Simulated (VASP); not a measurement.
# Na7Fe4O12 (a cell with a defect) in VASP: further runs

Na7Fe4O12 (a cell with a defect) is run at these levels: LDA; tasks: single point.

Program: VASP 6.6.1. These are calculated values, not measurements. Logs are shortened: lines on timing, memory, paths and dates and some standing lists are left out, and cuts for length are marked.

### 1 The cell of the first run

The cell holds a defect, 23 atoms: a = 7.186 Å, b = 7.186 Å, c = 5.349 Å, α = 83.28°, β = 83.28°, γ = 80.50°.

### 2 Single point, LDA, collinear spin, ferromagnetic start

Contents of INCAR:

```
SYSTEM = Na7Fe4O12
ALGO = Normal
EDIFF = 1E-6
ENCUT = 520
ISIF = 2
ISMEAR = -1
ISPIN = 2
LASPH = .TRUE.
LCHARG = .FALSE.
LMAXMIX = 4
LORBIT = 11
LREAL = Auto
LWAVE = .FALSE.
MAGMOM = 0 0 0 0 0 0 0 2.5 2.5 2.5 2.5 0 0 0 0 0 0 0 0 0 0 0 0
NBANDS = 98
NELECT = 154.0
NELM = 150
PREC = Accurate
SIGMA = 0.05
```

Contents of KPOINTS:

```
k-points
0
G
  2 2 2
  0 0 0
```

Contents of POSCAR:

```
Na7Fe4O12
1.0
    0.8406060000      4.6435180000      5.4198820000
    0.8406060000     -4.6435180000      5.4198820000
    5.3487960000      0.0000000000      0.0000000000
Na Fe O
7 4 12
Direct
    0.2341369153      0.2523127897      0.7822484648
    0.6455542538      0.3500024760      0.5562988455
    0.3301417802      0.6537541792      0.6130222864
    0.5016647607      0.5517345569      0.1114841944
    0.7878069989      0.7911019146      0.2649492884
    0.1767356288      0.8357402886      0.0555277616
    0.8396106924      0.1788616655      0.0079954489
    0.4118738067      0.0785058732      0.3043645521
    0.0794680097      0.4144726333      0.3061231970
    0.8966038485      0.5799043116      0.7968967935
    0.5815922979      0.9334591368      0.7843332731
    0.1489556560      0.1513460849      0.2259881579
    0.3429663341      0.3467350284      0.3883178376
    0.1386761534      0.5477410047      0.9566066117
    0.5393435622      0.1683102207      0.9383498612
    0.3564022129      0.9635711740      0.6250420564
    0.9514244895      0.3444708824      0.6535045597
    0.6511453389      0.6599533160      0.7189248953
    0.8522184560      0.8739261354      0.8371963522
    0.6400886261      0.0429336242      0.4581493477
    0.0527560339      0.6338456302      0.4516789426
    0.8223955710      0.4716916435      0.1635662536
    0.4541938098      0.8549675335      0.1055772401
```

Potentials or basis: VASP PAW LDA potentials, release 64 (Na_pv, Fe, O).

Run with:

```bash
$ cat potpaw_LDA.64/Na_pv/POTCAR potpaw_LDA.64/Fe/POTCAR potpaw_LDA.64/O/POTCAR > POTCAR
$ mpirun -np 1 vasp_std > vasp.out
```

OUTCAR:

```text
SYSTEM = Na7Fe4O12
   EDIFF = 1E-6
   ENCUT = 520
   ISIF = 2
   ISMEAR = -1
   ISPIN = 2
   LASPH = .TRUE.
   LORBIT = 11
   LREAL = Auto
   NELECT = 154.0
   NELM = 150
   PREC = Accurate

 ion  position               nearest neighbor table
   1  0.234  0.252  0.782-  17 2.19  13 2.23  16 2.33   9 2.94
   2  0.646  0.350  0.556-  17 2.31  20 2.33
   3  0.330  0.654  0.613-  16 2.27  21 2.29  14 2.30
   4  0.502  0.552  0.111-  23 2.15  13 2.30  22 2.32  18 2.35
   5  0.788  0.791  0.265-  20 2.24  19 2.31  21 2.32
   6  0.177  0.836  0.056-  23 2.07  14 2.26
   7  0.840  0.179  0.008-  15 2.25  17 2.26  22 2.33
   8  0.412  0.079  0.304-  16 1.84  20 1.89  12 1.96  23 1.99  13 2.00  15 2.14  11 2.98   9 3.10
[... 7 lines left out ...]
  12  0.149  0.151  0.226-   8 1.96   9 1.96
  13  0.343  0.347  0.388-   9 1.96   8 2.00   1 2.23   4 2.30
  14  0.139  0.548  0.957-  10 1.99   9 2.03   6 2.26   3 2.30
  15  0.539  0.168  0.938-  11 1.93   8 2.14   7 2.25
  16  0.356  0.964  0.625-   8 1.84  11 1.89   3 2.27   1 2.33
  17  0.951  0.344  0.654-  10 1.90   9 2.02   1 2.19   7 2.26   2 2.31
  18  0.651  0.660  0.719-  10 1.84  11 2.01   4 2.35
  19  0.852  0.874  0.837-  11 1.97  10 2.12   5 2.31
  20  0.640  0.043  0.458-  11 1.86   8 1.89   5 2.24   2 2.33
  21  0.053  0.634  0.452-   9 1.81  10 2.08   3 2.29   5 2.32
  22  0.822  0.472  0.164-   9 2.04  10 2.07   4 2.32   7 2.33
  23  0.454  0.855  0.106-  11 1.92   8 1.99   6 2.07   4 2.15

  LATTYP: Found a base centered monoclinic cell.
 ALAT       =    10.9693644923
 B/A-ratio  =     0.8466339145
 C/A-ratio  =     0.4876122043
 COS(beta)  =    -0.1532643027

  Lattice vectors:

 A1 = (  -0.8406060000,  -4.6435180000,  -5.4198820000)
 A2 = (  -0.8406060000,   4.6435180000,  -5.4198820000)
 A3 = (   5.3487960000,   0.0000000000,   0.0000000000)

Analysis of symmetry for initial positions (statically):
=====================================================================
 Subroutine PRICEL returns:
 Original cell was already a primitive cell.

 Routine SETGRP: Setting up the symmetry group for a
 base centered monoclinic supercell.

 Subroutine GETGRP returns: Found  1 space group operations
 (whereof  1 operations were pure point group operations)
 out of a pool of  4 trial point group operations.

The static configuration has the point symmetry C_1 .

Analysis of symmetry for dynamics (positions and initial velocities):
=====================================================================
 Subroutine PRICEL returns:
 Original cell was already a primitive cell.

 Routine SETGRP: Setting up the symmetry group for a
 base centered monoclinic supercell.

 Subroutine GETGRP returns: Found  1 space group operations
 (whereof  1 operations were pure point group operations)
 out of a pool of  4 trial point group operations.

The dynamic configuration has the point symmetry C_1 .

Analysis of structural, dynamic, and magnetic symmetry:
=====================================================================
 Subroutine PRICEL returns:
 Original cell was already a primitive cell.

 Routine SETGRP: Setting up the symmetry group for a
 base centered monoclinic supercell.

 Subroutine GETGRP returns: Found  1 space group operations
 (whereof  1 operations were pure point group operations)
 out of a pool of  4 trial point group operations.

The overall configuration has the point symmetry C_1 .

 Subroutine INISYM returns: Found  1 space group operations
 (whereof  1 operations are pure point group operations),
 and found     1 'primitive' translations

----------------------------------------------------------------------------------------

                                     Primitive cell

  volume of cell :     269.2297

  direct lattice vectors                    reciprocal lattice vectors
     0.840606000  4.643518000  5.419882000     0.000000000  0.107676981  0.092252931
     0.840606000 -4.643518000  5.419882000     0.000000000 -0.107676981  0.092252931
     5.348796000  0.000000000  0.000000000     0.186957962  0.000000000 -0.028996569

  length of vectors
     7.186375913  7.186375913  5.348796000     0.141791874  0.141791874  0.189193236

  position of ions in fractional coordinates (direct lattice)
     0.234136915  0.252312790  0.782248465
     0.645554254  0.350002476  0.556298846
     0.330141780  0.653754179  0.613022286
     0.501664761  0.551734557  0.111484194
     0.787806999  0.791101915  0.264949288
     0.176735629  0.835740289  0.055527762
[... 15 lines left out ...]
     0.822395571  0.471691644  0.163566254
     0.454193810  0.854967534  0.105577240

[... 45 lines left out ...]
     0.000000000  0.000000000  0.000000000

 Subroutine IBZKPT returns following result:
 ===========================================

 Found      8 irreducible k-points:

 Following reciprocal coordinates:
            Coordinates               Weight
  0.000000  0.000000  0.000000      1.000000
[... 46 lines left out ...]
  volume/ion in A,a.u.               =      11.71        78.99
  Fermi-wavevector in a.u.,A,eV,Ry     =   1.358962  2.568066 25.126947  1.846779
  Thomas-Fermi vector in A             =   2.485751
   LORBIT       =     11    0 simple, 1 ext, 2 COOP (PROOUT), +10 PAW based schemes
   GGA     = CA    functional components
   LHFCALC =     F    Hartree Fock is set to
   AEXX    =    0.0000 exact exchange contribution
   IVDW    =     0    specifies the selected vdW correction
   LEPSILON=     F    determine dielectric tensor
   LRPA    =     F    only Hartree local field effects (RPA)
 spin polarized calculation
  energy-cutoff  :      520.00
  volume of cell :      269.23
 maximum number of plane-waves:      7274
 NGX is ok and might be reduce to    54
   NGX = 27   NGY = 27   NGZ = 19

 number of electron     153.9999988 magnetization      11.3311398

 number of electron     153.9999985 magnetization       8.0081014

 Free energy of the ion-electron system (eV)
  ---------------------------------------------------
  ext. energy  EPLUGINS =         0.00000000
  ---------------------------------------------------
  free energy    TOTEN  =      -144.57160294 eV

  energy without entropy =     -144.47315877  energy(sigma->0) =     -144.52238086

 E-fermi :   2.2029     XC(G=0): -10.7293

 val. band max:        2.1963779636   @ k =   0.5000   0.0000   0.0000
 cond. band min:       2.2086388526   @ k =   0.5000   0.5000   0.5000
 fundamental gap:      0.0122608890
 Fermi energy:         2.2029081826

 spin component 1

 k-point     1 :       0.0000    0.0000    0.0000
  band No.  band energies     occupation
      1     -21.2908      1.00000
      2     -21.2164      1.00000
      3     -21.1405      1.00000
      4     -21.0848      1.00000
      5     -21.0587      1.00000
      6     -20.9678      1.00000
[... 725 lines left out ...]
     88       3.7361      0.00000
     89       3.9748      0.00000
 Fermi energy:         2.2029081826

 spin component 2

 k-point     1 :       0.0000    0.0000    0.0000
  band No.  band energies     occupation
      1     -21.2871      1.00000
      2     -21.2117      1.00000
      3     -21.1332      1.00000
      4     -21.0820      1.00000
      5     -21.0547      1.00000
      6     -20.9627      1.00000
[... 725 lines left out ...]
     88       4.5843      0.00000
     89       4.8039      0.00000
 [bands above 89 left out]

------------------------ aborting loop because EDIFF is reached ----------------------------------------

  FORCE on cell =-STRESS in cart. coord.  units (eV):
  Direction    XX          YY          ZZ          XY          YZ          ZX
  --------------------------------------------------------------------------------------
  -------------------------------------------------------------------------------------
  Total      -20.1441223    -18.2556925    -12.2984336      0.6563453      0.5035692     -0.1790588
  in kB     -119.8770198   -108.6390352    -73.1875804      3.9058894      2.9967241     -1.0655729
  external PRESSURE =    -100.5678784 kB  Pullay stress =       0.0000000 kB

 VOLUME and BASIS-vectors are now :
 -----------------------------------------------------------------------------
  energy-cutoff  :      520.00
  volume of cell :      269.23
      direct lattice vectors                 reciprocal lattice vectors
     0.840606000  4.643518000  5.419882000     0.000000000  0.107676981  0.092252931
     0.840606000 -4.643518000  5.419882000     0.000000000 -0.107676981  0.092252931
     5.348796000  0.000000000  0.000000000     0.186957962  0.000000000 -0.028996569

 POSITION                                       TOTAL-FORCE (eV/Angst)
 -----------------------------------------------------------------------------------
      4.59300     -0.08440      2.63650         0.589640      0.328191      0.011797
      3.81240      1.37240      5.39580        -0.039088      0.618722     -0.009959
      4.10600     -1.50270      5.33260        -0.224052     -0.402994     -0.099108
      1.48180     -0.23250      5.70930        -0.508764      0.698324     -0.388406
      2.74440     -0.01530      8.55750         0.335546      0.104596     -0.458287
      1.14810     -3.06010      5.48750        -0.086350     -1.092051     -0.543186
[... 15 lines left out ...]
      1.96270      1.62850      7.01380        -0.623158      0.577840      0.912260
      1.66520     -1.86100      7.09550         1.103053      0.141134      1.370563
 -----------------------------------------------------------------------------------
    total drift:                                0.001070      0.008733     -0.000298

  FREE ENERGIE OF THE ION-ELECTRON SYSTEM (eV)
  ---------------------------------------------------
  free  energy   TOTEN  =      -144.5716029403 eV

  energy  without entropy=     -144.4731587703  energy(sigma->0) =     -144.52238086

 total charge

# of ion       s       p       d       tot
------------------------------------------
    1        0.074   6.017   0.000   6.092
    2        0.066   5.998   0.000   6.065
    3        0.070   5.999   0.000   6.069
    4        0.077   6.008   0.000   6.086
    5        0.069   6.006   0.000   6.075
    6        0.075   6.007   0.000   6.082
[... 15 lines left out ...]
   22        1.550   3.353   0.000   4.903
   23        1.551   3.414   0.000   4.966
--------------------------------------------------
tot         20.833  85.076  24.471 130.380

 magnetization (x)

# of ion       s       p       d       tot
------------------------------------------
    1        0.006   0.002   0.000   0.009
    2        0.004   0.001   0.000   0.005
    3        0.004   0.002   0.000   0.005
    4        0.003   0.001   0.000   0.004
    5        0.006   0.002   0.000   0.008
    6        0.003   0.001   0.000   0.004
[... 15 lines left out ...]
   22        0.001   0.023   0.000   0.024
   23        0.002   0.052   0.000   0.053
--------------------------------------------------
tot          0.086   0.847   6.659   7.592
```

Run time: 21 min. Hardware: 1 thread of Oxide Virtual Turin-like, shared host; peak memory 0.43 GiB.

Results:

| Quantity | Value |
| --- | --- |
| Free energy | -144.5716 eV |
| Largest force | 2.168 eV/Å |
| Net moment | 8.01 μB per cell |
| Site moments | Na +0.01, +0.00 (each value once); Fe +1.65, +1.68, +1.71, +1.72; O +0.13, +0.04, +0.02, +0.09, +0.07, +0.10, +0.06, +0.05 (each value once) μB |
| Valence electrons inside the program's atomic spheres | Na 6.09, 6.07, 6.08 (each value once); Fe 7.18, 7.16, 7.10, 7.29; O 4.90, 4.93, 4.92, 4.91, 4.95, 4.94, 4.88, 4.97 (each value once) |

Forces on the atoms (eV/Å):
```
Na   0.590  0.328  0.012
Na  -0.039  0.619 -0.010
Na  -0.224 -0.403 -0.099
Na  -0.509  0.698 -0.388
Na   0.336  0.105 -0.458
Na  -0.086 -1.092 -0.543
Na   0.264  0.202 -0.054
Fe  -0.903 -0.942  0.633
Fe  -0.416  0.030 -0.763
Fe   0.348  0.800  1.985
Fe   0.180  0.644  0.572
O   -0.256 -0.098  0.852
O   -0.266  0.083 -0.320
O    0.331  0.094 -0.917
O    0.216  0.177 -0.970
O    0.325 -0.123 -0.288
O   -0.236 -0.885  0.761
O   -0.384 -0.198 -0.212
O    0.540  0.014 -1.598
O   -0.705 -0.164  0.028
O    0.414 -0.607 -0.503
O   -0.623  0.578  0.912
O    1.103  0.141  1.371
```

Caveat: the k points lie up to 0.59 Å⁻¹ apart; the cell carries a net charge on a neutralising background, which shifts energy and pressure; the cell is charged against a uniform background, so pressure and absolute levels hang on convention; semilocal functionals often make such compounds metallic where correlation or magnetic order opens a gap, which also shifts bond lengths; the run started ferromagnetic, and an antiferromagnetic order may lie lower in energy.

### 3 Single point, LDA, collinear spin, ferromagnetic start

Contents of INCAR:

```
SYSTEM = Na7Fe4O12
  PREC = Accurate
  ENCUT = 520
  EDIFF = 1E-6
  ISMEAR = -1
  SIGMA = 0.05
  LREAL = Auto
  LASPH = .True.
  NELM = 150
  ALGO = Normal
  ISIF = 2
  LWAVE = .False.
  LCHARG = .False.
  ISPIN = 2
  MAGMOM = 0 0 0 0 0 0 0 2.5 2.5 2.5 2.5 0 0 0 0 0 0 0 0 0 0 0 0
  LORBIT = 11
  LMAXMIX = 4
  NELECT = 154.0
  NBANDS = 98
```

Contents of KPOINTS:

```
Automatic mesh
0
Gamma
  2 2 2
  0 0 0
```

Contents of POSCAR:

```
Na7Fe4O12
1.0
    0.8406060000      4.6435180000      5.4198820000
    0.8406060000     -4.6435180000      5.4198820000
    5.3487960000      0.0000000000      0.0000000000
Na Fe O
7 4 12
Direct
    0.2497554059      0.2267125320      0.7564652293
    0.6612048436      0.3252741979      0.5670172874
    0.2795733538      0.6985660227      0.5370498653
    0.4884969222      0.5329459800      0.0392553703
    0.7372424099      0.7438968474      0.2523082678
    0.1261365985      0.8389582135      0.0700597874
    0.8443764251      0.1456820300      0.0193409736
    0.4128734835      0.0851262884      0.2523331239
    0.0960493287      0.4156776794      0.2483248953
    0.9329019554      0.5700089936      0.7440074437
    0.5951012539      0.8990087654      0.7517097592
    0.1508819047      0.1682394341      0.1544917189
    0.3574359896      0.3553470562      0.3311269106
    0.1728699320      0.5400053668      0.8833301451
    0.5312673081      0.1239683594      0.8947443437
    0.3412765616      0.9928299743      0.5466168538
    0.9695737878      0.3486652439      0.5925969808
    0.6321885215      0.6563081653      0.6742044292
    0.8434773398      0.8317620842      0.8242759097
    0.6495437121      0.0356557074      0.3687030234
    0.0205266910      0.6391740183      0.4151685025
    0.8780321084      0.4644878948      0.0788531905
    0.4374195774      0.8431249068      0.0782356671
```

Potentials or basis: VASP PAW LDA potentials, release 64 (Na_pv, Fe, O).

Run with:

```bash
$ cat potpaw_LDA.64/Na_pv/POTCAR potpaw_LDA.64/Fe/POTCAR potpaw_LDA.64/O/POTCAR > POTCAR
$ mpirun -np 1 vasp_std > vasp.out
```

Run time: 43 min. Hardware: 1 thread of Oxide Virtual Turin-like, shared host; peak memory 0.43 GiB.

Results (log left out):

| Quantity | Value |
| --- | --- |
| Free energy | -144.5712 eV |
| Largest force | 2.327 eV/Å |
| Net moment | 9.12 μB per cell |
| Site moments | Na +0.01, +0.00 (each value once); Fe +1.83, +1.62, +1.59, +2.38; O +0.10, +0.06, +0.01, +0.12, +0.17, +0.07, +0.09, +0.13, +0.11, +0.05 (each value once) μB |
| Valence electrons inside the program's atomic spheres | Na 6.11, 6.05, 6.08, 6.09, 6.06 (each value once); Fe 7.39, 7.26, 7.35, 7.24; O 4.94, 4.93, 4.92, 4.96, 4.98, 4.95, 4.99 (each value once) |

Forces in eV/Å, atoms in the order of the input:
```
Na  -0.204 -0.626  0.423
Na  -0.520  0.049 -0.254
Na   0.036  0.441  0.596
Na  -0.514  0.113  0.026
Na   0.065  0.069 -0.039
Na  -0.210  0.037 -0.033
Na   0.082 -0.278  0.073
Fe  -2.190 -0.212  0.721
Fe  -0.087 -0.303 -0.790
Fe   0.689 -0.428  0.182
Fe  -0.176 -1.204  0.056
O    0.434  0.438  0.297
O   -0.006  0.221 -0.882
O    0.729 -0.410 -0.585
O    0.323 -0.048  1.381
O    1.415  1.042 -1.526
O   -0.216  0.321 -0.006
O   -0.421  0.852 -0.308
O    0.545  0.355  0.277
O    0.488 -0.149  0.049
O   -0.913  0.023  0.933
O   -0.077 -0.454 -0.785
O    0.725  0.151  0.192
```

Levels at points of the mesh, in eV from the Fermi level:
Spin up:
```
           k point  band 79  band 80  band 81  band 82  band 83  band 84
(0.00, 0.00, 0.00)    -0.84    -0.73    -0.62     0.00     0.31     0.55
(0.50, 0.00, 0.00)    -0.76    -0.70    -0.64     0.07     0.50     0.59
(0.00, 0.50, 0.00)    -0.77    -0.68    -0.62     0.05     0.44     0.59
(0.50, 0.50, 0.00)    -0.88    -0.80    -0.51     0.09     0.54     0.63
(0.00, 0.00, 0.50)    -0.78    -0.63    -0.60    -0.11     0.29     0.38
(0.50, 0.00, 0.50)    -0.86    -0.60    -0.54    -0.11     0.37     0.43
(0.00, 0.50, 0.50)    -0.76    -0.61    -0.52    -0.08     0.27     0.53
(0.50, 0.50, 0.50)    -0.71    -0.65    -0.62    -0.06     0.42     0.59
```
Spin down:
```tsv
k point	band 70	band 71	band 72	band 73	band 74	band 75	band 76	band 77
(0.00, 0.00, 0.00)	-0.49	-0.16	-0.11	-0.02	0.18	0.22	0.35	0.36
(0.50, 0.00, 0.00)	-0.40	-0.18	-0.06	-0.01	0.03	0.15	0.34	0.41
(0.00, 0.50, 0.00)	-0.39	-0.17	-0.07	-0.01	0.03	0.14	0.38	0.41
(0.50, 0.50, 0.00)	-0.49	-0.18	-0.09	-0.01	0.17	0.20	0.31	0.40
(0.00, 0.00, 0.50)	-0.37	-0.32	0.02	0.04	0.13	0.24	0.29	0.35
(0.50, 0.00, 0.50)	-0.28	-0.16	-0.10	-0.02	0.04	0.13	0.27	0.36
(0.00, 0.50, 0.50)	-0.27	-0.21	-0.10	0.01	0.05	0.15	0.26	0.35
(0.50, 0.50, 0.50)	-0.36	-0.32	0.00	0.04	0.18	0.22	0.28	0.39
```

Caveat: the k points lie up to 0.59 Å⁻¹ apart; the cell carries a net charge on a neutralising background, which shifts energy and pressure; the cell is charged against a uniform background, so pressure and absolute levels hang on convention; semilocal functionals often make such compounds metallic where correlation or magnetic order opens a gap, which also shifts bond lengths; the run started ferromagnetic, and an antiferromagnetic order may lie lower in energy.
